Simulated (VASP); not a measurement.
# Mo6CO in VASP: notebook, part 2 of 2

VASP 6.6.1. The steps go on from the part before.

## Step 3: Single point, PBE

File INCAR:

```
ALGO = Normal ; DIPOL = 0.5 0.5 0.324
EDIFF = 1E-7 ; ENCUT = 520
GGA = PE ; IDIPOL = 3
ISIF = 2 ; ISMEAR = 0
LASPH = True ; LCHARG = False
LDIPOL = True ; LREAL = False
LWAVE = False ; NBANDS = 57
NELM = 100 ; PREC = Accurate
SIGMA = 0.1
```

File KPOINTS:

```
k-points
0
Gamma
  6 6 1
```

File POSCAR:

```
Mo6CO
1.0
    4.4695355114      0.0000000000      0.0000000000
   -2.2347677557      3.8707312960      0.0000000000
    0.0000000000      0.0000000000     22.2594351375
Mo C O
6 1 1
Direct
    0.6666666667      0.3333333333      0.1796990793
    0.3333333333      0.6666666667      0.2206857490
    0.0000000000      0.0000000000      0.2616724188
    0.6666666667      0.3333333333      0.2990140341
    0.3333333333      0.6666666667      0.3355214634
    0.0000000000      0.0000000000      0.3710532224
    0.1666666667      0.3333333333      0.4438313496
    0.2726213046      0.5452426092      0.4806806164
```

Potentials or basis: VASP PAW PBE potentials, release 64 (Mo_sv, C, O).

On the command line:

```
cat potpaw_PBE.64/Mo_sv/POTCAR potpaw_PBE.64/C/POTCAR potpaw_PBE.64/O/POTCAR > POTCAR
mpirun -np 1 vasp_std > vasp.out
```

Run time: 7.8 min. Hardware: 1 thread of AMD EPYC 9R45 (Zen 5), shared host; peak memory 0.62 GiB.

Results (log left out):

- Free energy: -74.7346 eV
- Largest force: 2.536 eV/Å
- Band gap on the k mesh: 0.02 eV (least direct gap 0.08 eV)

Forces on the atoms (eV/Å):
```
Mo   0.000 -0.034  1.644
Mo   0.000 -0.058 -0.243
Mo   0.000  0.309 -2.518
Mo   0.000  0.072 -0.758
Mo   0.000 -0.034  0.429
Mo   0.000 -0.763  1.638
C    0.000 -0.016 -1.612
O    0.000  0.524  1.418
```

Levels at points of the mesh, in eV from the valence-band top:
| k point | band 44 | band 45 | band 46 | band 47 | band 48 | band 49 | band 50 | band 51 |
| --- | --- | --- | --- | --- | --- | --- | --- | --- |
| (0.00, 0.00, 0.00) | -1.34 | -1.19 | -1.19 | -0.70 | 0.28 | 0.64 | 0.79 | 1.20 |
| (0.50, 0.00, 0.00) | -1.27 | -0.78 | -0.16 | -0.05 | 0.16 | 0.23 | 0.58 | 1.22 |
| (0.00, 0.50, 0.00) | -1.18 | -0.67 | -0.20 | -0.02 | 0.06 | 0.37 | 0.62 | 1.22 |

Caveat: the smearing spreads over this small gap.

## Step 4: Single point, PBE

File INCAR:

```
SYSTEM = Mo6CO
ALGO = Normal
DIPOL = 0.5 0.5 0.329
EDIFF = 1E-6
ENCUT = 520
GGA = PE
IDIPOL = 3
ISIF = 2
ISMEAR = 0
LASPH = .TRUE.
LCHARG = .FALSE.
LDIPOL = .TRUE.
LREAL = .FALSE.
LWAVE = .FALSE.
NBANDS = 57
NELM = 100
PREC = Accurate
SIGMA = 0.1
```

File KPOINTS:

```
k-points
0
G
  6 6 1
  0 0 0
```

POSCAR: that of step 3 with these lines changed.

```diff
@@ -14,3 +14,3 @@
     0.0000000000      0.0000000000      0.3710532224
-    0.1666666667      0.3333333333      0.4438313496
-    0.2726213046      0.5452426092      0.4806806164
+    0.1666666667      0.3333333333      0.4752786884
+    0.3114033938      0.6228067875      0.4887664562
```

Potentials or basis: VASP PAW PBE potentials, release 64 (Mo_sv, C, O).

On the command line:

```
cat potpaw_PBE.64/Mo_sv/POTCAR potpaw_PBE.64/C/POTCAR potpaw_PBE.64/O/POTCAR > POTCAR
mpirun -np 1 vasp_std > vasp.out
```

OUTCAR:

```text
SYSTEM = Mo6CO
   EDIFF = 1E-6
   ENCUT = 520
   GGA = PE
   ISIF = 2
   ISMEAR = 0
   LASPH = .TRUE.
   LREAL = .FALSE.
   NELM = 100
   PREC = Accurate

 ion  position               nearest neighbor table
   1  0.667  0.333  0.180-   4 2.66   2 2.74   2 2.74   2 2.74   3 3.16   3 3.16   3 3.16
   2  0.333  0.667  0.221-   5 2.56   1 2.74   1 2.74   1 2.74   3 2.74   3 2.74   3 2.74   4 3.11
                             4 3.11   4 3.11
   3  0.000  0.000  0.262-   6 2.43   4 2.71   4 2.71   4 2.71   2 2.74   2 2.74   2 2.74   5 3.06
                             5 3.06   5 3.06   1 3.16   1 3.16   1 3.16
   4  0.667  0.333  0.299-   1 2.66   5 2.71   5 2.71   5 2.71   3 2.71   3 2.71   3 2.71   6 3.04
                             6 3.04   6 3.04   2 3.11   2 3.11   2 3.11
   5  0.333  0.667  0.336-   2 2.56   6 2.70   6 2.70   6 2.70   4 2.71   4 2.71   4 2.71   3 3.06
[... 996 lines left out ...]
  energy-cutoff  :      520.00
  volume of cell :      385.10
      direct lattice vectors                 reciprocal lattice vectors
     4.469535511  0.000000000  0.000000000     0.223736896  0.129174557  0.000000000
    -2.234767756  3.870731296  0.000000000     0.000000000  0.258349114  0.000000000
     0.000000000  0.000000000 22.259435137     0.000000000  0.000000000  0.044924770

 POSITION                                       TOTAL-FORCE (eV/Angst)
 -----------------------------------------------------------------------------------
      2.23477      1.29024      4.00000        -0.000000     -0.025379      1.421957
     -0.00000      2.58049      4.91234        -0.000000     -0.006169     -0.003597
      0.00000      0.00000      5.82468        -0.000000      0.016386     -1.928288
      2.23477      1.29024      6.65588        -0.000000      0.059731     -0.371963
     -0.00000      2.58049      7.46852        -0.000000     -0.034033      0.169514
      0.00000      0.00000      8.25944        -0.000000      0.154047      1.149415
      0.00000      1.29024     10.57944        -0.000000      0.387753     -0.944275
      0.00000      2.41072     10.87967         0.000000     -0.552336      0.507238
 -----------------------------------------------------------------------------------
    total drift:                                0.000000      0.000302      0.000662

  FREE ENERGIE OF THE ION-ELECTRON SYSTEM (eV)
  ---------------------------------------------------
  free  energy   TOTEN  =       -73.8068481515 eV

  energy  without entropy=      -73.7613650836  energy(sigma->0) =      -73.78410662

 vacuum level on the upper side and lower side of the slab         4.528         4.041
```

Wall time 15 min (1 thread of Intel Xeon 8259CL, shared host); peak memory 0.64 GiB.

What came out:

| Quantity | Value |
| --- | --- |
| Free energy | -73.8068 eV |
| Largest force | 1.928 eV/Å |
| Band gap on the k mesh | zero (filled and empty bands overlap) |

Forces in eV/Å, atoms in the order of the input:
```
Mo   0.000 -0.025  1.422
Mo   0.000 -0.006 -0.004
Mo   0.000  0.016 -1.928
Mo   0.000  0.060 -0.372
Mo   0.000 -0.034  0.170
Mo   0.000  0.154  1.149
C    0.000  0.388 -0.944
O    0.000 -0.552  0.507
```

Levels at points of the mesh, in eV from the Fermi level:
| k point | band 45 | band 46 | band 47 | band 48 | band 49 | band 50 |
| --- | --- | --- | --- | --- | --- | --- |
| (0.00, 0.00, 0.00) | -1.23 | -1.23 | -0.82 | 0.18 | 0.60 | 0.80 |
| (0.50, 0.00, 0.00) | -0.70 | -0.26 | -0.04 | 0.03 | 0.18 | 0.55 |
| (0.00, 0.50, 0.00) | -0.61 | -0.36 | 0.02 | 0.04 | 0.13 | 0.62 |

## Step 5: Single point, PBE

File INCAR:

```
SYSTEM = Mo6CO
  PREC = Accurate
  ENCUT = 520
  EDIFF = 1E-6
  ISMEAR = 0
  SIGMA = 0.1
  LREAL = .False.
  LASPH = .True.
  NELM = 80
  ALGO = Normal
  ISIF = 2
  LWAVE = .False.
  LCHARG = .True.
  LDIPOL = .True.
  IDIPOL = 3
  DIPOL = 0.5 0.5 0.339
  GGA = PE
  LELF = .True.
  LVHAR = .True.
  LVACPOTAV = .True.
  NBANDS = 57
```

File KPOINTS:

```
Automatic mesh
0
Gamma
  6 6 1
  0 0 0
```

POSCAR: that of step 4 with these lines changed.

```diff
@@ -14,3 +14,3 @@
     0.0000000000      0.0000000000      0.3710532224
-    0.1666666667      0.3333333333      0.4752786884
-    0.3114033938      0.6228067875      0.4887664562
+    0.1666666667      0.3333333333      0.5134647428
+    0.3114033938      0.6228067875      0.5269525106
```

On the command line:

```
cat potpaw_PBE.64/Mo_sv/POTCAR potpaw_PBE.64/C/POTCAR potpaw_PBE.64/O/POTCAR > POTCAR
mpirun -np 1 vasp_std > vasp.out
```

Wall time 17 min (1 thread of Intel Xeon 8259CL, shared host); peak memory 0.65 GiB.

Results (log left out):

```yaml
Free_energy: -73.5911 eV
Largest_force: 1.546 eV/Å
Band_gap_on_the_k_mesh: zero (bands 47 and 48 overlap by 0.05 eV)
```

Forces on the atoms (eV/Å):
```
Mo   0.000  0.003  1.433
Mo   0.000 -0.004 -0.203
Mo   0.000  0.001 -1.461
Mo   0.000 -0.009 -0.137
Mo   0.000 -0.012  0.080
Mo   0.000  0.060  0.413
C    0.000  1.489  0.104
O    0.000 -1.529 -0.229
```

Levels at points of the mesh, in eV from the Fermi level:
| k point | band 43 | band 44 | band 45 | band 46 | band 47 | band 48 | band 49 | band 50 | band 51 | band 52 |
| --- | --- | --- | --- | --- | --- | --- | --- | --- | --- | --- |
| (0.00, 0.00, 0.00) | -1.24 | -1.24 | -1.22 | -1.22 | -0.95 | -0.02 | 1.06 | 1.12 | 1.20 | 1.23 |
| (0.50, 0.00, 0.00) | -1.44 | -1.27 | -0.66 | -0.36 | 0.03 | 0.06 | 0.19 | 0.67 | 1.16 | 1.32 |
| (0.00, 0.50, 0.00) | -1.44 | -1.26 | -0.65 | -0.37 | 0.03 | 0.06 | 0.16 | 0.69 | 1.21 | 1.35 |

## Step 6: Single point, PBE

File INCAR:

```
SYSTEM = Mo6CO
PREC = Accurate
ENCUT = 520
EDIFF = 1E-7
ISMEAR = 0
SIGMA = 0.1
LREAL = .FALSE.
LASPH = .TRUE.
NELM = 80
ALGO = Normal
ISIF = 2
LWAVE = .FALSE.
LCHARG = .FALSE.
LDIPOL = .TRUE.
IDIPOL = 3
DIPOL = 0.5 0.5 0.324
GGA = PE
NBANDS = 57
```

File KPOINTS:

```
regular mesh
0
G
  6 6 1
  0 0 0
```

POSCAR: that of step 5 with these lines changed.

```diff
@@ -14,3 +14,3 @@
     0.0000000000      0.0000000000      0.3710532224
-    0.1666666667      0.3333333333      0.5134647428
-    0.3114033938      0.6228067875      0.5269525106
+    0.1666666667      0.3333333333      0.4635982483
+    0.3165091527      0.6330183053      0.4635982483
```

Potentials or basis: VASP PAW PBE potentials, release 64 (Mo_sv, C, O).

On the command line:

```
cat potpaw_PBE.64/Mo_sv/POTCAR potpaw_PBE.64/C/POTCAR potpaw_PBE.64/O/POTCAR > POTCAR
mpirun -np 1 vasp_std > vasp.out
```

Run time: 23 min. Hardware: 1 thread of Intel Xeon 8259CL, shared host; peak memory 0.65 GiB.

Results (log left out):

```
Free energy            : -73.6646 eV
Largest force          : 2.103 eV/Å
Band gap on the k mesh : 0.03 eV (least direct gap 0.05 eV)
```

Forces on the atoms (eV/Å):
```
Mo   0.000 -0.051  1.548
Mo   0.000 -0.041 -0.106
Mo   0.000  0.060 -2.102
Mo   0.000  0.083 -0.417
Mo   0.000 -0.059  0.258
Mo   0.000 -0.099  1.099
C    0.000 -1.139 -1.212
O    0.000  1.247  0.932
```

Levels at points of the mesh, in eV from the valence-band top:
| k point | band 43 | band 44 | band 45 | band 46 | band 47 | band 48 | band 49 | band 50 | band 51 | band 52 |
| --- | --- | --- | --- | --- | --- | --- | --- | --- | --- | --- |
| (0.00, 0.00, 0.00) | -1.28 | -1.26 | -1.21 | -1.20 | -0.76 | 0.30 | 0.46 | 0.47 | 1.18 | 1.19 |
| (0.50, 0.00, 0.00) | -1.45 | -1.23 | -0.69 | -0.14 | -0.04 | 0.03 | 0.26 | 0.53 | 0.88 | 1.30 |
| (0.00, 0.50, 0.00) | -1.44 | -1.15 | -0.61 | -0.16 | 0.00 | 0.05 | 0.07 | 0.62 | 1.17 | 1.30 |

## Step 7: The runs side by side

| cell | gap on the mesh (eV) | largest force (eV/Å) |
| --- | --- | --- |
| as given, atomic positions A | none | 1.51 |
| as given, atomic positions B | 0.02 | 2.54 |
| as given, atomic positions C | none | 1.93 |
| as given, atomic positions D | none | 1.55 |
| as given, atomic positions E | 0.03 | 2.10 |

Alike in all rows: task single point; level PBE; potentials or basis VASP PAW PBE potentials, release 64 (Mo_sv, C, O); no spin polarisation; k mesh 6 × 6 × 1; cutoff (eV) 520; smearing gaussian 0.1 eV.

Caveats: the smearing spreads over this small gap (at least some runs).

Absolute energies hang on the potentials; compare differences alone.
